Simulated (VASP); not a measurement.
# As in VASP: settings compared, part 2 of 3

VASP 6.6.1.

**3. Relaxation of cell and atoms, PBE**

This run uses another cell than the first one.

Input file INCAR:

```
SYSTEM = As
ALGO = Normal
DIPOL = 0.5 0.5 0.538
EDIFF = 1E-7
EDIFFG = -0.005
ENCUT = 500
GGA = PE
GGA_COMPAT = .False.
IBRION = 2
IDIPOL = 3
ISIF = 3
ISMEAR = -1
LASPH = .True.
LATTICE_CONSTRAINTS = .TRUE. .TRUE. .FALSE.
LCHARG = .False.
LDIPOL = .True.
LREAL = .False.
LWAVE = .False.
NELM = 120
NELMDL = -8
NELMIN = 4
NSW = 80
PREC = Accurate
SIGMA = 0.02
```

Input file KPOINTS:

```
k-points
0
Gamma
  12 12 1
  0 0 0
```

Input file POSCAR:

```
As
1.0
    3.4478941000      0.0000000000      0.0000000000
   -1.7239470500      2.9859638802      0.0000000000
    0.0000000000      0.0000000000     17.0000000000
As
2
Direct
    0.3333333333      0.6666666667      0.5000000000
    0.6666666667      0.3333333333      0.5769307000
```

Potentials or basis: VASP PAW PBE potentials, release 64 (As).

Started as:

```console
$ cat potpaw_PBE.64/As/POTCAR > POTCAR
$ mpirun -np 1 vasp_std > vasp.out
```

OUTCAR:

```text
SYSTEM = As
   EDIFF = 1E-7
   EDIFFG = -0.005
   ENCUT = 500
   GGA = PE
   IBRION = 2
   ISIF = 3
   ISMEAR = -1
   LASPH = .True.
   LREAL = .False.
   NELM = 120
   NELMDL = -8
   NELMIN = 4
   NSW = 80
   PREC = Accurate

 ion  position               nearest neighbor table
   1  0.333  0.667  0.500-   2 2.38   2 2.38   2 2.38
   2  0.667  0.333  0.577-   1 2.38   1 2.38   1 2.38

  LATTYP: Found a hexagonal cell.
 ALAT       =     3.4478941000
 C/A-ratio  =     4.9305458657

  Lattice vectors:

 A1 = (   3.4478941000,   0.0000000000,   0.0000000000)
 A2 = (  -1.7239470500,   2.9859638802,   0.0000000000)
 A3 = (   0.0000000000,   0.0000000000,  17.0000000000)

Analysis of symmetry for initial positions (statically):
=====================================================================
 Subroutine PRICEL returns:
 Original cell was already a primitive cell.

 Routine SETGRP: Setting up the symmetry group for a
 hexagonal supercell.

 Subroutine GETGRP returns: Found 12 space group operations
 (whereof  6 operations were pure point group operations)
 out of a pool of 24 trial point group operations.

The static configuration has the point symmetry C_3v.
 The point group associated with its full space group is D_3d.

Analysis of symmetry for dynamics (positions and initial velocities):
=====================================================================
 Subroutine PRICEL returns:
 Original cell was already a primitive cell.

 Routine SETGRP: Setting up the symmetry group for a
 hexagonal supercell.

 Subroutine GETGRP returns: Found 12 space group operations
 (whereof  6 operations were pure point group operations)
 out of a pool of 24 trial point group operations.

The dynamic configuration has the point symmetry C_3v.
 The point group associated with its full space group is D_3d.

 Subroutine INISYM returns: Found 12 space group operations
 (whereof  6 operations are pure point group operations),
 and found     1 'primitive' translations

----------------------------------------------------------------------------------------

                                     Primitive cell

  volume of cell :     175.0199

  direct lattice vectors                    reciprocal lattice vectors
     3.447894100  0.000000000  0.000000000     0.290032110  0.167450117  0.000000000
    -1.723947050  2.985963880  0.000000000     0.000000000  0.334900233  0.000000000
     0.000000000  0.000000000 17.000000000     0.000000000  0.000000000  0.058823529

  length of vectors
     3.447894100  3.447894100 17.000000000     0.334900233  0.334900233  0.058823529

  position of ions in fractional coordinates (direct lattice)
     0.333333333  0.666666667  0.500000000
     0.666666667  0.333333333  0.576930700

  ion indices of the primitive-cell ions
   primitive index   ion index
                 1           1
                 2           2

----------------------------------------------------------------------------------------

 KPOINTS: k-points

[... 58 lines left out ...]
   LASPH  =      T    aspherical Exc in radial PAW
   ENCUT  =  500.0 eV  36.75 Ry    6.06 a.u.   6.29  6.29 30.99*2*pi/ulx,y,z
   NELM   =    120;   NELMIN=  4; NELMDL= -8     # of ELM steps
   EDIFF  = 0.1E-06   stopping-criterion for ELM
   LREAL  =      F    real-space projection
   EDIFFG = -.5E-02   stopping-criterion for IOM
   NSW    =     80    number of steps for IOM
   IBRION =      2    ionic relax: 0-MD 1-quasi-New 2-CG
   NFREE  =      1    steps in history (QN), initial steepest desc. (CG)
   ISIF   =      3    stress and relaxation
   ISYM   =      2    0-nonsym 1-usesym 2-fastsym
   POTIM  = 0.5000    time-step for ionic-motion
   TEBEG  =    0.0;   TEEND  =   0.0 temperature during run
   PSTRESS=    0.0 pullay stress
   NELECT =      10.0000    total number of electrons
   NUPDOWN=      -1.0000    fix difference up-down
   EMIN   =  10.00;   EMAX   =-10.00  energy-range for DOS
   EFERMI =   0.00;   METHOD = LEGACY
   ISMEAR =    -1;   SIGMA  =   0.02  broadening in eV -4-tet -1-fermi 0-gaus
   EFERMI_NEDOS =   21; number of points for ismear=-14 and -15
   IALGO  =     38    algorithm
   IMIX   =      4    mixing-type and parameters
     AMIX     =   0.40;   BMIX     =  1.00
     AMIX_MAG =   1.60;   BMIX_MAG =  1.00
  volume/ion in A,a.u.               =      87.51       590.55
  Fermi-wavevector in a.u.,A,eV,Ry     =   0.630540  1.191547  5.409407  0.397580
  Thomas-Fermi vector in A             =   1.693207
   LORBIT       =      0    0 simple, 1 ext, 2 COOP (PROOUT), +10 PAW based schemes
   GGA     = PE    functional components
   LHFCALC =     F    Hartree Fock is set to
   AEXX    =    0.0000 exact exchange contribution
   IVDW    =     0    specifies the selected vdW correction
   LEPSILON=     F    determine dielectric tensor
   LRPA    =     F    only Hartree local field effects (RPA)
 conjugate gradient relaxation of ions
 non-spin polarized calculation
  energy-cutoff  :      500.00
  volume of cell :      175.02
 maximum number of plane-waves:      4477
 NGX is ok and might be reduce to    28
   NGX = 13   NGY = 13   NGZ = 61

--------------------------------------- Ionic step        1  -------------------------------------------

 number of electron      10.0000000 magnetization

 Free energy of the ion-electron system (eV)
  ---------------------------------------------------
  ext. energy  EPLUGINS =         0.00000000
  ---------------------------------------------------
  free energy    TOTEN  =        -9.10213693 eV

  energy without entropy =       -9.10213693  energy(sigma->0) =       -9.10213693

------------------------ aborting loop because EDIFF is reached ----------------------------------------

  FORCE on cell =-STRESS in cart. coord.  units (eV):
  Direction    XX          YY          ZZ          XY          YZ          ZX
  --------------------------------------------------------------------------------------
  -------------------------------------------------------------------------------------
  Total        3.3929239      3.3929239      2.7158489      0.0000000     -0.0000000      0.0000000
  in kB       31.0597039     31.0597039     24.8615839      0.0000000     -0.0000000      0.0000000
  external PRESSURE =      28.9936639 kB  Pullay stress =       0.0000000 kB
[... 233 lines left out ...]
  FREE ENERGIE OF THE ION-ELECTRON SYSTEM (eV)
  ---------------------------------------------------
  free  energy   TOTEN  =        -9.3331717525 eV

  energy  without entropy=       -9.3331717525  energy(sigma->0) =       -9.33317175

 dipolmoment           0.000000      0.000000     -0.000000 electrons x Angstroem

--------------------------------------- Ionic step        8  -------------------------------------------

 number of electron      10.0000000 magnetization

 dipolmoment           0.000000      0.000000      0.000000 electrons x Angstroem

 Free energy of the ion-electron system (eV)
  ---------------------------------------------------
  ext. energy  EPLUGINS =         0.00000000
  ---------------------------------------------------
  free energy    TOTEN  =        -9.33319118 eV

  energy without entropy =       -9.33319118  energy(sigma->0) =       -9.33319118

 E-fermi :  -2.7657     XC(G=0):  -3.0558

 val. band max:       -3.1559045428   @ k =   0.0000   0.0000   0.0000
 cond. band min:      -1.5396338040   @ k =   0.3333   0.0000   0.0000
 fundamental gap:      1.6162707388
 Fermi energy:        -2.7656850120

 k-point     1 :       0.0000    0.0000    0.0000
  band No.  band energies     occupation
      1     -16.6065      2.00000
      2     -10.3232      2.00000
      3      -3.7007      2.00000
      4      -3.1559      2.00000
      5      -3.1559      2.00000
      6      -1.2239      0.00000
      7       0.3349      0.00000
      8       0.3349      0.00000
      9       1.7418      0.00000
[... 205 lines left out ...]
 k-point    19 :       0.3333    0.3333    0.0000
  band No.  band energies     occupation
      1     -13.0813      2.00000
      2     -13.0813      2.00000
      3      -7.4956      2.00000
      4      -5.1303      2.00000
      5      -5.1303      2.00000
      6      -1.1459      0.00000
      7       1.3994      0.00000
      8       1.3994      0.00000
      9       4.9170      0.00000

------------------------ aborting loop because EDIFF is reached ----------------------------------------

 vacuum level on the upper side and lower side of the slab       (xc-potential included)        -0.043        -0.042

  FORCE on cell =-STRESS in cart. coord.  units (eV):
  Direction    XX          YY          ZZ          XY          YZ          ZX
  --------------------------------------------------------------------------------------
  -------------------------------------------------------------------------------------
  Total        0.0014357      0.0014357     -0.0006315      0.0000000      0.0000000      0.0000000
  in kB        0.0120043      0.0120043     -0.0052800      0.0000000      0.0000000      0.0000000
  external PRESSURE =       0.0062429 kB  Pullay stress =       0.0000000 kB
[... 17 lines left out ...]
  FREE ENERGIE OF THE ION-ELECTRON SYSTEM (eV)
  ---------------------------------------------------
  free  energy   TOTEN  =        -9.3331911759 eV

  energy  without entropy=       -9.3331911759  energy(sigma->0) =       -9.33319118

 reached required accuracy - stopping structural energy minimisation

 vacuum level on the upper side and lower side of the slab         2.172         2.172
```

CONTCAR:

```text
As
   1.00000000000000
     3.6077085179855728   -0.0000000000000000    0.0000000000000000
    -1.8038542589927864    3.1243672260723638    0.0000000000000000
     0.0000000000000000    0.0000000000000000   17.0000000000000000
  As
     2
Direct
     0.3333333332999970    0.6666666667000030    0.4973794614266649
     0.6666666667000030    0.3333333332999970    0.5795512385733333

  0.00000000E+00  0.00000000E+00  0.00000000E+00
  0.00000000E+00  0.00000000E+00  0.00000000E+00
```

It took 2.1 min on 1 thread of AMD EPYC 9R45 (Zen 5), shared host; peak memory 0.28 GiB.

Results:

| Property | Result |
| --- | --- |
| Free energy | -9.3332 eV |
| Relaxed cell | a = 3.608 Å, b = 3.608 Å, c = 17.000 Å, α = 90.00°, β = 90.00°, γ = 120.00° |
| Space group after relaxing (to 0.1 Å) | P-3m1 (No. 164) |
| Energy gained by relaxing | 115.5 meV/atom |
| Ionic steps | 8 |
| Band gap on the k mesh | 1.62 eV (least direct gap 1.93 eV) |

The path:
```csv
step,energy change (eV),largest force (eV/Å),pressure (GPa),volume (Å³)
1,0.0000,2.0780,2.90,175.02
2,-0.0702,1.5507,-1.62,204.84
3,-0.2297,0.1201,0.02,190.00
4,-0.2297,0.0838,0.07,189.70
5,-0.2309,0.0045,0.04,190.89
6,-0.2310,0.0286,0.03,191.39
7,-0.2310,0.0166,-0.02,191.78
8,-0.2311,0.0013,0.00,191.62
```

Final structure:
```cif
data_structure
_symmetry_space_group_name_H-M 'P 1'
_symmetry_Int_Tables_number 1
_cell_length_a 3.6077
_cell_length_b 3.6077
_cell_length_c 17.0000
_cell_angle_alpha 90.000
_cell_angle_beta 90.000
_cell_angle_gamma 120.000
_cell_volume 191.62
loop_
_atom_site_label
_atom_site_type_symbol
_atom_site_fract_x
_atom_site_fract_y
_atom_site_fract_z
_atom_site_occupancy
As1 As 0.33333 0.66667 0.49738 1
As2 As 0.66667 0.33333 0.57955 1
```

Caveat: the relaxation moved the vacuum too, so the length across it says nothing of the material.

**4. Relaxation of cell and atoms, PBEsol**

This run uses another cell than the first one.

Input file INCAR:

```
PREC = Accurate
ENCUT = 500
EDIFF = 1E-7
ISMEAR = -1
SIGMA = 0.02
LREAL = False
LASPH = True
NELM = 120
ALGO = Normal
ISIF = 3
LWAVE = False
LCHARG = False
LDIPOL = True
IDIPOL = 3
DIPOL = 0.5 0.5 0.347
GGA = PS
IBRION = 2
NSW = 80
EDIFFG = -0.005
GGA_COMPAT = False
NELMIN = 4
NELMDL = -8
LATTICE_CONSTRAINTS = .TRUE. .TRUE. .FALSE.
```

Input file KPOINTS:

```
regular mesh
0
Gamma
  12 12 1
```

Input file POSCAR:

```
As
1.0
    3.6043654847      0.0000000000      0.0000000000
   -1.8021827423      3.1214720742      0.0000000000
    0.0000000000      0.0000000000     26.4156438000
As
2
Direct
    0.3333333333      0.6666666667      0.3202006446
    0.6666666667      0.3333333333      0.3728667680
```

Potentials or basis: VASP PAW PBE potentials, release 64 (As).

Started as:

```console
$ cat potpaw_PBE.64/As/POTCAR > POTCAR
$ mpirun -np 1 vasp_std > vasp.out
```

OUTCAR:

```text
PREC = Accurate
   ENCUT = 500
   EDIFF = 1E-7
   ISMEAR = -1
   LREAL = False
   LASPH = True
   NELM = 120
   ISIF = 3
   GGA = PS
   IBRION = 2
   NSW = 80
   EDIFFG = -0.005
   NELMIN = 4
   NELMDL = -8

 ion  position               nearest neighbor table
   1  0.333  0.667  0.320-   2 2.50   2 2.50   2 2.50
   2  0.667  0.333  0.373-   1 2.50   1 2.50   1 2.50

  LATTYP: Found a hexagonal cell.
 ALAT       =     3.6043654847
 C/A-ratio  =     7.3287916867

  Lattice vectors:

 A1 = (   3.6043654847,   0.0000000000,   0.0000000000)
 A2 = (  -1.8021827423,   3.1214720742,   0.0000000000)
 A3 = (   0.0000000000,   0.0000000000,  26.4156438000)

Analysis of symmetry for initial positions (statically):
=====================================================================
 Subroutine PRICEL returns:
 Original cell was already a primitive cell.

 Routine SETGRP: Setting up the symmetry group for a
 hexagonal supercell.

 Subroutine GETGRP returns: Found 12 space group operations
 (whereof  6 operations were pure point group operations)
 out of a pool of 24 trial point group operations.

The static configuration has the point symmetry C_3v.
 The point group associated with its full space group is D_3d.

Analysis of symmetry for dynamics (positions and initial velocities):
=====================================================================
 Subroutine PRICEL returns:
 Original cell was already a primitive cell.

 Routine SETGRP: Setting up the symmetry group for a
 hexagonal supercell.

 Subroutine GETGRP returns: Found 12 space group operations
 (whereof  6 operations were pure point group operations)
 out of a pool of 24 trial point group operations.

The dynamic configuration has the point symmetry C_3v.
 The point group associated with its full space group is D_3d.
[... 150 lines left out ...]
  Total       -0.7481287     -0.7481287     -0.1853776     -0.0000000     -0.0000000      0.0000000
  in kB       -4.0330855     -4.0330855     -0.9993518     -0.0000000     -0.0000000      0.0000000
  external PRESSURE =      -3.0218409 kB  Pullay stress =       0.0000000 kB
[... 95 lines left out ...]
--------------------------------------- Ionic step        4  -------------------------------------------

 number of electron      10.0000000 magnetization

 dipolmoment           0.000000      0.000000     -0.000000 electrons x Angstroem

------------------------ aborting loop because EDIFF is reached ----------------------------------------

  FORCE on cell =-STRESS in cart. coord.  units (eV):
  Direction    XX          YY          ZZ          XY          YZ          ZX
  --------------------------------------------------------------------------------------
  -------------------------------------------------------------------------------------
  Total       -0.0035358     -0.0035358      0.0204729     -0.0000000      0.0000000      0.0000000
  in kB       -0.0196561     -0.0196561      0.1138128     -0.0000000      0.0000000      0.0000000
  external PRESSURE =       0.0248335 kB  Pullay stress =       0.0000000 kB
[... 23 lines left out ...]
--------------------------------------- Ionic step        5  -------------------------------------------

 number of electron      10.0000000 magnetization

 dipolmoment           0.000000      0.000000      0.000000 electrons x Angstroem

 Free energy of the ion-electron system (eV)
  ---------------------------------------------------
  ext. energy  EPLUGINS =         0.00000000
  ---------------------------------------------------
  free energy    TOTEN  =       -10.01196130 eV

  energy without entropy =      -10.01196130  energy(sigma->0) =      -10.01196130

 E-fermi :  -3.3858     XC(G=0):  -1.9988

 val. band max:       -3.8373573152   @ k =   0.0000   0.0000   0.0000
 cond. band min:      -2.3745018151   @ k =   0.3333   0.0000   0.0000
 fundamental gap:      1.4628555001
 Fermi energy:        -3.3858405725

 k-point     1 :       0.0000    0.0000    0.0000
  band No.  band energies     occupation
      1     -17.6929      2.00000
      2     -11.1994      2.00000
      3      -4.6124      2.00000
      4      -3.8374      2.00000
      5      -3.8374      2.00000
      6      -1.7825      0.00000
      7      -0.3126      0.00000
      8      -0.3126      0.00000
      9       0.9830      0.00000
[... 205 lines left out ...]
 k-point    19 :       0.3333    0.3333    0.0000
  band No.  band energies     occupation
      1     -13.9561      2.00000
      2     -13.9561      2.00000
      3      -8.5153      2.00000
      4      -5.9977      2.00000
      5      -5.9977      2.00000
      6      -2.0733      0.00000
      7       0.6812      0.00000
      8       0.6812      0.00000
      9       4.1824      0.00000

------------------------ aborting loop because EDIFF is reached ----------------------------------------

 vacuum level on the upper side and lower side of the slab       (xc-potential included)        -0.024        -0.027

  FORCE on cell =-STRESS in cart. coord.  units (eV):
  Direction    XX          YY          ZZ          XY          YZ          ZX
  --------------------------------------------------------------------------------------
  -------------------------------------------------------------------------------------
  Total        0.0021703      0.0021703     -0.0000268      0.0000000      0.0000000     -0.0000000
  in kB        0.0120723      0.0120723     -0.0001491      0.0000000      0.0000000     -0.0000000
  external PRESSURE =       0.0079985 kB  Pullay stress =       0.0000000 kB
[... 17 lines left out ...]
  FREE ENERGIE OF THE ION-ELECTRON SYSTEM (eV)
  ---------------------------------------------------
  free  energy   TOTEN  =       -10.0119613023 eV

  energy  without entropy=      -10.0119613023  energy(sigma->0) =      -10.01196130

 reached required accuracy - stopping structural energy minimisation

 vacuum level on the upper side and lower side of the slab         1.447         1.448
```

OSZICAR:

```text
N       E                     dE             d eps       ncg     rms          rms(c)
DAV:   1     0.652421490378E+02    0.65242E+02   -0.27301E+03   342   0.679E+02
DAV:   2    -0.417123786307E+01   -0.69413E+02   -0.61586E+02   550   0.993E+01
DAV:   3    -0.100470206357E+02   -0.58758E+01   -0.58736E+01   550   0.452E+01
[... 60 lines left out ...]
DAV:   2    -0.100119649921E+02    0.66634E-05   -0.22069E-05   441   0.310E-02    0.748E-03
DAV:   3    -0.100119615962E+02    0.33959E-05   -0.70953E-06   445   0.158E-02    0.212E-03
DAV:   4    -0.100119614508E+02    0.14535E-06   -0.38821E-07   494   0.403E-03    0.198E-03
DAV:   5    -0.100119613313E+02    0.11955E-06   -0.39391E-08   347   0.128E-03    0.319E-04
DAV:   6    -0.100119613023E+02    0.29019E-07   -0.40060E-09   315   0.411E-04
   5 F= -.10011961E+02 E0= -.10011961E+02  d E =-.126023E-02
```

CONTCAR:

```text
As
   1.00000000000000
     3.5483399422543966   -0.0000000000008933    0.0000000000000000
    -1.7741699710787491    3.0729525311851913    0.0000000000000000
     0.0000000000000000    0.0000000000000000   26.4156438000000016
  As
     2
Direct
     0.3333333332999970    0.6666666667000030    0.3200970143795998
     0.6666666667000030    0.3333333332999970    0.3729703982204016

  0.00000000E+00  0.00000000E+00  0.00000000E+00
  0.00000000E+00  0.00000000E+00  0.00000000E+00
```

It took 2.5 min on 1 thread of AMD EPYC 9R45 (Zen 5), shared host; peak memory 0.39 GiB.

Results:

```yaml
Free_energy: -10.0120 eV
Relaxed_cell: a = 3.548 Å, b = 3.548 Å, c = 26.416 Å, α = 90.00°, β = 90.00°, γ = 120.00°
Space_group_after_relaxing_to_0.1_Å: P-3m1 (No. 164)
Energy_gained_by_relaxing: 5.7 meV/atom
Ionic_steps: 5
Band_gap_on_the_k_mesh: 1.46 eV (least direct gap 2.05 eV)
```

The path:
```
step  energy change (eV)  largest force (eV/Å)  pressure (GPa)  volume (Å³)
   1              0.0000                0.1317           -0.30       297.20
   2             -0.0082                0.2862            0.17       286.57
   3             -0.0102                0.1541            0.02       289.74
   4             -0.0115                0.0160            0.00       288.20
   5             -0.0115                0.0008            0.00       288.03
```

Final structure:
```
CELL_PARAMETERS angstrom
3.54834 0.00000 0.00000
-1.77417 3.07295 0.00000
0.00000 0.00000 26.41564
ATOMIC_POSITIONS crystal
As 0.33333 0.66667 0.32010
As 0.66667 0.33333 0.37297
```

Caveat: the relaxation moved the vacuum too, so the length across it says nothing of the material; the PAW data sets were made with another functional, which shifts forces and pressure a little.

[end of part 2 of 3]
